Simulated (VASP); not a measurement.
# Rb in VASP: notebook, part 2 of 2

VASP 6.6.1.

## 3. Single point, PBE

This run uses another cell than the first one, of 86.28 Å³/atom.

Input file INCAR:

```
SYSTEM = Rb
  ALGO = Normal
  EDIFF = 1E-6
  ENCUT = 500
  GGA = PE
  GGA_COMPAT = .FALSE.
  ISIF = 2
  ISMEAR = -1
  LASPH = .TRUE.
  LCHARG = .TRUE.
  LELF = .TRUE.
  LREAL = .FALSE.
  LVHAR = .TRUE.
  LWAVE = .FALSE.
  NBANDS = 10
  NELM = 120
  PREC = Accurate
  SIGMA = 0.05
```

Input file KPOINTS:

```
k-points
0
G
  6 6 6
  0 0 0
```

Input file POSCAR:

```
Rb
1.0
   -2.8025000000      2.8025000000      2.7464500000
    2.8025000000     -2.8025000000      2.7464500000
    2.8025000000      2.8025000000     -2.7464500000
Rb
1
Direct
    0.0000000000      0.0000000000      0.0000000000
```

Potentials or basis: VASP PAW PBE potentials, release 64 (Rb_sv).

The run is started by

```console
> cat potpaw_PBE.64/Rb_sv/POTCAR > POTCAR
> mpirun -np 1 vasp_std > vasp.out
```

Wall time 28 s (1 thread of Intel Xeon 8259CL, shared host); peak memory 0.2 GiB.

The run converged. Its results:

```yaml
Free_energy: -0.9247 eV
Pressure: 0.2 GPa
Band_gap_on_the_k_mesh: zero (an odd number of electrons rules out a gap without spin polarisation)
```

Levels at points of the mesh, in eV from the Fermi level:
```csv
k point,band 2,band 3,band 4,band 5,band 6,band 7
"(0.00, 0.00, 0.00)",-12.93,-12.93,-12.93,-2.06,3.64,3.75
"(0.50, 0.00, 0.00)",-13.04,-12.97,-12.93,0.22,0.82,2.54
"(0.50, 0.50, 0.00)",-13.04,-12.96,-12.93,0.19,0.77,2.65
"(0.50, 0.50, 0.50)",-13.01,-13.01,-13.01,1.18,1.23,3.31
```

## 4. Single point, PBE

This run uses another cell than the first one, of 87.16 Å³/atom.

Input file INCAR:

```
ALGO = Normal ; EDIFF = 1E-6
ENCUT = 500 ; GGA = PE
GGA_COMPAT = F ; ISIF = 2
ISMEAR = -1 ; LASPH = T
LCHARG = F ; LREAL = F
LWAVE = F ; NBANDS = 10
NELM = 120 ; PREC = Accurate
SIGMA = 0.05
```

Input file KPOINTS:

```
k-points
0
Gamma
  6 6 6
```

Input file POSCAR:

```
Rb
1.0
   -2.8025000000      2.8025000000      2.7744750000
    2.8025000000     -2.8025000000      2.7744750000
    2.8025000000      2.8025000000     -2.7744750000
Rb
1
Direct
    0.0000000000      0.0000000000      0.0000000000
```

Potentials or basis: VASP PAW PBE potentials, release 64 (Rb_sv).

The run is started by

```console
> cat potpaw_PBE.64/Rb_sv/POTCAR > POTCAR
> mpirun -np 1 vasp_std > vasp.out
```

OUTCAR:

```text
EDIFF = 1E-6
   ENCUT = 500
   GGA = PE
   ISIF = 2
   ISMEAR = -1
   LASPH = T
   LREAL = F
   NELM = 120
   PREC = Accurate

 ion  position               nearest neighbor table
   1  0.000  0.000  0.000-

  LATTYP: Found a body centered tetragonal cell.
 ALAT       =     5.6050000000
 C/A-ratio  =     0.9900000000

  Lattice vectors:

 A1 = (  -2.8025000000,   2.8025000000,   2.7744750000)
 A2 = (   2.8025000000,  -2.8025000000,   2.7744750000)
 A3 = (   2.8025000000,   2.8025000000,  -2.7744750000)

Analysis of symmetry for initial positions (statically):
=====================================================================
 Subroutine PRICEL returns:
 Original cell was already a primitive cell.

 Routine SETGRP: Setting up the symmetry group for a
 body centered tetragonal supercell.

 Subroutine GETGRP returns: Found 16 space group operations
 (whereof 16 operations were pure point group operations)
 out of a pool of 16 trial point group operations.

The static configuration has the point symmetry D_4h.

Analysis of symmetry for dynamics (positions and initial velocities):
[... 163 lines left out ...]
 k-point     1 :       0.0000    0.0000    0.0000
  band No.  band energies     occupation
      1     -28.7693      2.00000
      2     -12.8071      2.00000
      3     -12.8071      2.00000
      4     -12.8070      2.00000
      5      -1.9188      2.00000
      6       3.7947      0.00000
      7       3.8474      0.00000
      8       3.8474      0.00000
      9       4.7570      0.00000
     10       4.8305      0.00000
[... 287 lines left out ...]
 k-point    24 :      -0.1667   -0.3333    0.1667
  band No.  band energies     occupation
      1     -28.7643      2.00000
      2     -12.8862      2.00000
      3     -12.8454      2.00000
      4     -12.8288      2.00000
      5      -0.3585      1.99987
      6       2.0393      0.00000
      7       3.0207      0.00000
      8       3.4713      0.00000
      9       4.9164      0.00000
     10       5.0157      0.00000

 [... further k-points ...]

------------------------ aborting loop because EDIFF is reached ----------------------------------------

  FORCE on cell =-STRESS in cart. coord.  units (eV):
  Direction    XX          YY          ZZ          XY          YZ          ZX
  --------------------------------------------------------------------------------------
  -------------------------------------------------------------------------------------
  Total        0.0852972      0.0852972      0.0810285      0.0000000     -0.0000000     -0.0000000
  in kB        1.5678822      1.5678822      1.4894168      0.0000000     -0.0000000     -0.0000000
  external PRESSURE =       1.5417270 kB  Pullay stress =       0.0000000 kB

 VOLUME and BASIS-vectors are now :
 -----------------------------------------------------------------------------
  energy-cutoff  :      500.00
  volume of cell :       87.16
      direct lattice vectors                 reciprocal lattice vectors
    -2.802500000  2.802500000  2.774475000     0.000000000  0.178412132  0.180214275
     2.802500000 -2.802500000  2.774475000     0.178412132  0.000000000  0.180214275
     2.802500000  2.802500000 -2.774475000     0.178412132  0.178412132  0.000000000

 POSITION                                       TOTAL-FORCE (eV/Angst)
 -----------------------------------------------------------------------------------
      0.00000      0.00000      0.00000         0.000000     -0.000000      0.000000
 -----------------------------------------------------------------------------------
    total drift:                               -0.000000      0.000000      0.000000

  FREE ENERGIE OF THE ION-ELECTRON SYSTEM (eV)
  ---------------------------------------------------
  free  energy   TOTEN  =        -0.9255681966 eV

  energy  without entropy=       -0.9098412155  energy(sigma->0) =       -0.91770471
```

OSZICAR:

```text
N       E                     dE             d eps       ncg     rms          rms(c)
DAV:   1     0.425654580750E+02    0.42565E+02   -0.32171E+03   600   0.628E+02
DAV:   2     0.150490890478E+01   -0.41061E+02   -0.40407E+02   680   0.126E+02
DAV:   3    -0.821724009028E+00   -0.23266E+01   -0.23203E+01   798   0.305E+01
DAV:   4    -0.922239659415E+00   -0.10052E+00   -0.10001E+00   820   0.569E+00
DAV:   5    -0.924257129911E+00   -0.20175E-02   -0.20173E-02   808   0.714E-01    0.131E+00
DAV:   6    -0.924634262434E+00   -0.37713E-03   -0.20366E-03   826   0.256E-01    0.792E-01
DAV:   7    -0.925449738925E+00   -0.81548E-03   -0.32377E-03   728   0.323E-01    0.485E-02
DAV:   8    -0.925555699382E+00   -0.10596E-03   -0.11833E-04   694   0.846E-02    0.185E-02
DAV:   9    -0.925568522722E+00   -0.12823E-04   -0.13147E-05   820   0.276E-02    0.517E-03
DAV:  10    -0.925568196563E+00    0.32616E-06   -0.38150E-06   736   0.110E-02
   1 F= -.92556820E+00 E0= -.91770471E+00  d E =-.157270E-01
```

It took 24 s on 1 thread of Intel Xeon 8259CL, shared host; peak memory 0.2 GiB.

What came out:

| Property | Result |
| --- | --- |
| Free energy | -0.9256 eV |
| Pressure | 0.2 GPa |
| Band gap on the k mesh | zero (an odd number of electrons rules out a gap without spin polarisation) |

## 5. Single point, PBE

This run uses another cell than the first one, of 88.92 Å³/atom.

Input file INCAR:

```
SYSTEM = Rb
PREC = Accurate
ENCUT = 500
EDIFF = 1E-6
ISMEAR = -1
SIGMA = 0.05
LREAL = .False.
LASPH = .True.
NELM = 120
ALGO = Normal
ISIF = 2
LWAVE = .False.
LCHARG = .False.
GGA = PE
NBANDS = 10
GGA_COMPAT = .False.
```

Input file KPOINTS:

```
Automatic mesh
0
Gamma
  6 6 6
  0 0 0
```

Input file POSCAR:

```
Rb
1.0
   -2.8025000000      2.8025000000      2.8305250000
    2.8025000000     -2.8025000000      2.8305250000
    2.8025000000      2.8025000000     -2.8305250000
Rb
1
Direct
    0.0000000000      0.0000000000      0.0000000000
```

The run is started by

```console
> cat potpaw_PBE.64/Rb_sv/POTCAR > POTCAR
> mpirun -np 1 vasp_std > vasp.out
```

It took 31 s on 1 thread of Intel Xeon 8259CL, shared host; peak memory 0.2 GiB.

It converged, with:

```yaml
Free_energy: -0.9269 eV
Pressure: 0.1 GPa
Band_gap_on_the_k_mesh: zero (an odd number of electrons rules out a gap without spin polarisation)
```

Levels at points of the mesh, in eV from the Fermi level:
| k point | band 1 | band 2 | band 3 | band 4 | band 5 | band 6 | band 7 | band 8 | band 9 |
| --- | --- | --- | --- | --- | --- | --- | --- | --- | --- |
| (0.00, 0.00, 0.00) | -28.90 | -12.94 | -12.94 | -12.94 | -2.02 | 3.67 | 3.67 | 3.72 | 4.60 |
| (0.50, 0.00, 0.00) | -28.90 | -13.05 | -12.98 | -12.94 | 0.21 | 0.77 | 2.59 | 4.28 | 5.23 |
| (0.50, 0.50, 0.00) | -28.90 | -13.05 | -12.98 | -12.94 | 0.23 | 0.80 | 2.54 | 4.31 | 5.18 |
| (0.50, 0.50, 0.50) | -28.90 | -13.02 | -13.02 | -13.02 | 1.22 | 1.24 | 3.23 | 3.33 | 3.33 |

## 6. The runs side by side

| cell | gap on the mesh (eV) | pressure (GPa) |
| --- | --- | --- |
| a = 4.854 Å, angles 109.5°, 1 atom | none | 0.1 |
| a = 4.822 Å, angles 108.9, 108.9, 110.6°, 1 atom | none | 0.2 |
| a = 4.838 Å, angles 109.2, 109.2, 110.0°, 1 atom | none | 0.2 |
| a = 4.870 Å, angles 109.7, 109.7, 108.9°, 1 atom | none | 0.1 |

Alike in all rows: task single point; level PBE; potentials or basis VASP PAW PBE potentials, release 64 (Rb_sv); no spin polarisation; k mesh 6 × 6 × 6; cutoff (eV) 500; smearing fermi-dirac 0.05 eV.

Absolute energies hang on the potentials; compare differences alone.
